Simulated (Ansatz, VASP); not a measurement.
# Two plane-wave programs on Ir

```
Ir
1.0
     0.00000    1.90227    2.00271
     1.90227    0.00000    2.00271
     1.90227    1.90227    0.00000
Ir
1
Direct
  0.00000 0.00000 0.00000
```

Alike in both runs: task single point; functional PBE; k mesh 22 × 22 × 22; occupations gaussian, width 0.15 eV; no spin polarisation.

```csv
,VASP,Ansatz
version,VASP 6.6.1,Ansatz 0.2.0
potentials or method,"VASP PAW PBE potentials, release 64 (Ir), cutoff 520 eV","scalar-relativistic, plane waves, PAW"
valence electrons in the cell,9,17
```

```tsv
	VASP	Ansatz	Ansatz less VASP
gap on the k mesh at the Fermi level (eV)	none	none	-
pressure (GPa)	1.3	0.7	-0.59
traceless stress, the component that is largest in VASP (GPa)	-12.25	-12.33	-0.078
```

A gap of «none» marks a metal or a gap that the smearing closes. VASP's potentials hold 9 valence electrons a cell and Ansatz's 17, so a difference there can come from the potentials and not from the codes.

Spin-orbit coupling is off throughout.
